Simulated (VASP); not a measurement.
# NaF (Villiaumite) (Fm-3m) in VASP: settings compared, part 2 of 2

VASP 6.6.1. Earlier steps stand in the parts before.

## Step 4: Relaxation of cell and atoms, LDA

This run uses another cell than the first one, of 12.97 Å³/atom, 1.039 times its volume.

INCAR

```
SYSTEM = NaF
PREC     = Accurate       ! precision mode
ENCUT    = 600            ! plane-wave cutoff, eV
EDIFF    = 1E-6           ! SCF threshold, eV
ISMEAR   = -1             ! smearing method
SIGMA    = 0.02           ! smearing width, eV
LREAL    = .FALSE.        ! projectors in reciprocal space
LASPH    = .TRUE.         ! aspherical terms in the spheres
NELM     = 100            ! most SCF steps
ALGO     = Normal         ! electronic algorithm
ISIF     = 3              ! what is computed and relaxed
LWAVE    = .FALSE.        ! write WAVECAR
LCHARG   = .FALSE.        ! write CHGCAR
GGA      = CA             ! functional
IBRION   = 2              ! ionic algorithm
NSW      = 80             ! ionic steps
EDIFFG   = -0.005         ! ionic threshold
```

KPOINTS

```
Automatic mesh
0
G
  8 8 8
  0 0 0
```

POSCAR

```
NaF
1.0
    0.0000000000      2.3497437939      2.3497437939
    2.3497437939      0.0000000000      2.3497437939
    2.3497437939      2.3497437939      0.0000000000
Na F
1 1
Direct
    0.0000000000      0.0000000000      0.0000000000
    0.5000000000      0.5000000000      0.5000000000
```

Potentials or basis: VASP PAW LDA potentials, release 64 (Na_pv, F).

Run with:

```console
$ cat potpaw_LDA.64/Na_pv/POTCAR potpaw_LDA.64/F/POTCAR > POTCAR
$ mpirun -np 1 vasp_std > vasp.out
```

OUTCAR:

```text
SYSTEM = NaF
   PREC = Accurate
   ENCUT = 600
   EDIFF = 1E-6
   ISMEAR = -1
   LREAL = .FALSE.
   LASPH = .TRUE.
   NELM = 100
   ISIF = 3
   GGA = CA
   IBRION = 2
   NSW = 80
   EDIFFG = -0.005

 ion  position               nearest neighbor table
   1  0.000  0.000  0.000-
   2  0.500  0.500  0.500-

  LATTYP: Found a face centered cubic cell.
 ALAT       =     4.6994875878

  Lattice vectors:

 A1 = (   0.0000000000,   2.3497437939,   2.3497437939)
 A2 = (   2.3497437939,   0.0000000000,   2.3497437939)
 A3 = (   2.3497437939,   2.3497437939,   0.0000000000)

Analysis of symmetry for initial positions (statically):
=====================================================================
 Subroutine PRICEL returns:
 Original cell was already a primitive cell.

 Routine SETGRP: Setting up the symmetry group for a
 face centered cubic supercell.

 Subroutine GETGRP returns: Found 48 space group operations
 (whereof 48 operations were pure point group operations)
 out of a pool of 48 trial point group operations.

The static configuration has the point symmetry O_h .

Analysis of symmetry for dynamics (positions and initial velocities):
=====================================================================
 Subroutine PRICEL returns:
 Original cell was already a primitive cell.

 Routine SETGRP: Setting up the symmetry group for a
 face centered cubic supercell.

 Subroutine GETGRP returns: Found 48 space group operations
 (whereof 48 operations were pure point group operations)
 out of a pool of 48 trial point group operations.

The dynamic configuration has the point symmetry O_h .

 Subroutine INISYM returns: Found 48 space group operations
 (whereof 48 operations are pure point group operations),
 and found     1 'primitive' translations

----------------------------------------------------------------------------------------

                                     Primitive cell

  volume of cell :      25.9473

  direct lattice vectors                    reciprocal lattice vectors
     0.000000000  2.349743794  2.349743794    -0.212789157  0.212789157  0.212789157
     2.349743794  0.000000000  2.349743794     0.212789157 -0.212789157  0.212789157
     2.349743794  2.349743794  0.000000000     0.212789157  0.212789157 -0.212789157

  length of vectors
     3.323039541  3.323039541  3.323039541     0.368561630  0.368561630  0.368561630

  position of ions in fractional coordinates (direct lattice)
     0.000000000  0.000000000  0.000000000
     0.500000000  0.500000000  0.500000000

  ion indices of the primitive-cell ions
   primitive index   ion index
                 1           1
                 2           2

----------------------------------------------------------------------------------------

 KPOINTS: Automatic mesh

Automatic generation of k-mesh.
 Grid dimensions read from file:
 generate k-points for:    8    8    8

 Generating k-lattice:

  Cartesian coordinates                     Fractional coordinates (reciprocal lattice)
    -0.026598645  0.026598645  0.026598645     0.125000000  0.000000000  0.000000000
     0.026598645 -0.026598645  0.026598645     0.000000000  0.125000000  0.000000000
     0.026598645  0.026598645 -0.026598645     0.000000000  0.000000000  0.125000000

  Length of vectors
     0.046070204  0.046070204  0.046070204

  Shift w.r.t. Gamma in fractional coordinates (k-lattice)
     0.000000000  0.000000000  0.000000000

 Subroutine IBZKPT returns following result:
 ===========================================

 Found     29 irreducible k-points:

 Following reciprocal coordinates:
            Coordinates               Weight
  0.000000  0.000000  0.000000      1.000000
  0.125000  0.000000  0.000000      8.000000
  0.250000  0.000000  0.000000      8.000000
  0.375000  0.000000  0.000000      8.000000
  0.500000  0.000000  0.000000      4.000000
  0.125000  0.125000  0.000000      6.000000
[... 16 lines left out ...]
  0.500000  0.250000  0.125000     48.000000
 -0.375000  0.250000  0.125000     24.000000
 [... further k-points ...]
   k-points           NKPTS =     29   k-points in BZ     NKDIM =     29   number of bands    NBANDS=     11
   number of dos      NEDOS =    301   number of ions     NIONS =      2
   total plane-waves  NPLWV =  21952
   dimension x,y,z NGX =    28 NGY =   28 NGZ =   28
   dimension x,y,z NGXF=    56 NGYF=   56 NGZF=   56
   ions per type =               1   1
   NGX,Y,Z   is equivalent  to a cutoff of  14.01, 14.01, 14.01 a.u.
   NGXF,Y,Z  is equivalent  to a cutoff of  28.02, 28.02, 28.02 a.u.
 SYSTEM =  NaF
   PREC   = accura    normal or accurate (medium, high low for compatibility)
   ISTART =      0    job   : 0-new  1-cont  2-samecut
   ICHARG =      2    charge: 1-file 2-atom 10-const
   ISPIN  =      1    spin polarized calculation?
   LNONCOLLINEAR =      F non collinear calculations
   LSORBIT =      F    spin-orbit coupling
   LASPH  =      T    aspherical Exc in radial PAW
   ENCUT  =  600.0 eV  44.10 Ry    6.64 a.u.   6.64  6.64  6.64*2*pi/ulx,y,z
   NELM   =    100;   NELMIN=  2; NELMDL= -5     # of ELM steps
   EDIFF  = 0.1E-05   stopping-criterion for ELM
   LREAL  =      F    real-space projection
   EDIFFG = -.5E-02   stopping-criterion for IOM
   NSW    =     80    number of steps for IOM
   IBRION =      2    ionic relax: 0-MD 1-quasi-New 2-CG
   NFREE  =      1    steps in history (QN), initial steepest desc. (CG)
   ISIF   =      3    stress and relaxation
   ISYM   =      2    0-nonsym 1-usesym 2-fastsym
   POTIM  = 0.5000    time-step for ionic-motion
   TEBEG  =    0.0;   TEEND  =   0.0 temperature during run
   PSTRESS=    0.0 pullay stress
   NELECT =      14.0000    total number of electrons
   NUPDOWN=      -1.0000    fix difference up-down
   EMIN   =  10.00;   EMAX   =-10.00  energy-range for DOS
   EFERMI =   0.00;   METHOD = LEGACY
   ISMEAR =    -1;   SIGMA  =   0.02  broadening in eV -4-tet -1-fermi 0-gaus
   EFERMI_NEDOS =   21; number of points for ismear=-14 and -15
   IALGO  =     38    algorithm
   IMIX   =      4    mixing-type and parameters
     AMIX     =   0.40;   BMIX     =  1.00
     AMIX_MAG =   1.60;   BMIX_MAG =  1.00
  volume/ion in A,a.u.               =      12.97        87.55
  Fermi-wavevector in a.u.,A,eV,Ry     =   1.332765  2.518561 24.167529  1.776263
  Thomas-Fermi vector in A             =   2.461675
   LORBIT       =      0    0 simple, 1 ext, 2 COOP (PROOUT), +10 PAW based schemes
   GGA     = CA    functional components
   LHFCALC =     F    Hartree Fock is set to
   AEXX    =    0.0000 exact exchange contribution
   IVDW    =     0    specifies the selected vdW correction
   LEPSILON=     F    determine dielectric tensor
   LRPA    =     F    only Hartree local field effects (RPA)
 conjugate gradient relaxation of ions
 non-spin polarized calculation
  energy-cutoff  :      600.00
  volume of cell :       25.95
 maximum number of plane-waves:       893
   NGX = 13   NGY = 13   NGZ = 13

--------------------------------------- Ionic step        1  -------------------------------------------

 number of electron      14.0000001 magnetization

 Free energy of the ion-electron system (eV)
  ---------------------------------------------------
  ext. energy  EPLUGINS =         0.00000000
  ---------------------------------------------------
  free energy    TOTEN  =        -9.27404381 eV

  energy without entropy =       -9.27404381  energy(sigma->0) =       -9.27404381

 E-fermi :  -2.2746     XC(G=0):  -9.7342

 val. band max:       -2.6903676061   @ k =   0.0000   0.0000   0.0000
 cond. band min:       3.0519464801   @ k =   0.0000   0.0000   0.0000
 fundamental gap:      5.7423140862
 Fermi energy:        -2.2746251671

 k-point     1 :       0.0000    0.0000    0.0000
  band No.  band energies     occupation
      1     -21.5731      2.00000
      2     -21.5731      2.00000
      3     -21.5731      2.00000
      4     -21.3804      2.00000
      5      -2.6904      2.00000
      6      -2.6904      2.00000
      7      -2.6904      2.00000
      8       3.0519      0.00000
      9      15.5568      0.00000
     10      15.5568      0.00000
     11      15.5568      0.00000
[... 844 lines left out ...]
  energy  without entropy=       -9.3429399384  energy(sigma->0) =       -9.34293994

--------------------------------------- Ionic step        6  -------------------------------------------

 number of electron      14.0000002 magnetization

 Free energy of the ion-electron system (eV)
  ---------------------------------------------------
  ext. energy  EPLUGINS =         0.00000000
  ---------------------------------------------------
  free energy    TOTEN  =        -9.34294157 eV

  energy without entropy =       -9.34294157  energy(sigma->0) =       -9.34294157

 E-fermi :  -1.6266     XC(G=0): -10.4034

 val. band max:       -2.0979934376   @ k =   0.0000   0.0000   0.0000
 cond. band min:       4.3649010787   @ k =   0.0000   0.0000   0.0000
 fundamental gap:      6.4628945163
 Fermi energy:        -1.6265936697

 k-point     1 :       0.0000    0.0000    0.0000
  band No.  band energies     occupation
      1     -21.0261      2.00000
      2     -20.6046      2.00000
      3     -20.6046      2.00000
      4     -20.6046      2.00000
      5      -2.0980      2.00000
      6      -2.0980      2.00000
      7      -2.0980      2.00000
      8       4.3649      0.00000
      9      17.0634      0.00000
     10      17.0634      0.00000
     11      17.0634      0.00000
[... 351 lines left out ...]
  FREE ENERGIE OF THE ION-ELECTRON SYSTEM (eV)
  ---------------------------------------------------
  free  energy   TOTEN  =        -9.3429415713 eV

  energy  without entropy=       -9.3429415713  energy(sigma->0) =       -9.34294157

 reached required accuracy - stopping structural energy minimisation
```

It took 40 s on 1 thread of Intel Xeon Platinum 8259CL at 2.50GHz (Skylake/Cascade Lake), shared host; peak memory 0.14 GiB.

What came out:

| Item | Value |
| --- | --- |
| Free energy | -9.3429 eV |
| Relaxed volume | 11.37 Å³/atom |
| Relaxed cell | a = 3.180 Å, b = 3.180 Å, c = 3.180 Å, α = 60.00°, β = 60.00°, γ = 60.00° |
| Space group after relaxing (to 0.05 Å) | Fm-3m (No. 225) |
| Energy gained by relaxing | 34.4 meV/atom |
| Ionic steps | 6 |
| Pressure after relaxing | 0.0 GPa |
| Band gap on the k mesh | 6.46 eV, direct |

The path:
| step | energy change (eV) | largest force (eV/Å) | pressure (GPa) | volume (Å³) |
| --- | --- | --- | --- | --- |
| 1 | 0.0000 | 0.0000 | -6.04 | 25.95 |
| 2 | -0.0534 | 0.0000 | -3.31 | 24.15 |
| 3 | -0.0688 | 0.0000 | -0.24 | 22.82 |
| 4 | -0.0689 | 0.0000 | 0.09 | 22.72 |
| 5 | -0.0689 | 0.0000 | -0.08 | 22.75 |
| 6 | -0.0689 | 0.0000 | 0.05 | 22.74 |

Final structure:
```yaml
crystal:
  lattice:
    - [0.00000, 2.24848, 2.24848]
    - [2.24848, 0.00000, 2.24848]
    - [2.24848, 2.24848, 0.00000]
  atoms:
    - { symbol: Na, position: [0.00000, 0.00000, 0.00000] }
    - { symbol: F, position: [0.50000, 0.50000, 0.50000] }
```

Levels at points of the mesh, in eV from the valence-band top:
| k point | band 5 | band 6 | band 7 | band 8 | band 9 | band 10 |
| --- | --- | --- | --- | --- | --- | --- |
| (0.00, 0.00, 0.00) | 0.00 | 0.00 | 0.00 | 6.46 | 19.16 | 19.16 |
| (0.50, 0.00, 0.00) | -1.87 | -0.32 | -0.32 | 10.94 | 12.87 | 20.65 |
| (0.50, 0.50, 0.00) | -1.47 | -0.46 | -0.46 | 13.12 | 13.50 | 14.15 |

Caveat: the volume moved by -12 % from the deposited cell, more than functionals usually miss.

## Step 5: Overview

| level | potentials or basis | cell | gap on the mesh (eV) | pressure (GPa) | relaxed volume (Å³/atom) |
| --- | --- | --- | --- | --- | --- |
| PBE | VASP PAW PBE potentials, release 64 (Na_pv, F) | relaxed from a = 3.281 Å, angles 60.0°, 2 atoms | 6.10 | 0.0 | 12.93 |
| PBEsol | VASP PAW PBE potentials, release 64 (Na_pv, F) | relaxed from a = 3.323 Å, angles 60.0°, 2 atoms | 6.19 | 0.0 | 12.37 |
| LDA | VASP PAW LDA potentials, release 64 (Na_pv, F) | relaxed from a = 3.323 Å, angles 60.0°, 2 atoms | 6.46 | 0.0 | 11.37 |

Alike in all rows: task relaxation of cell and atoms; no spin polarisation; k mesh 8 × 8 × 8; cutoff (eV) 600; smearing fermi-dirac 0.02 eV.

Caveats: the PAW data sets were made with another functional, which shifts forces and pressure a little (some runs); the volume moved by -12 % from the deposited cell, more than functionals usually miss (some runs).

Absolute energies hang on the potentials; compare differences alone.
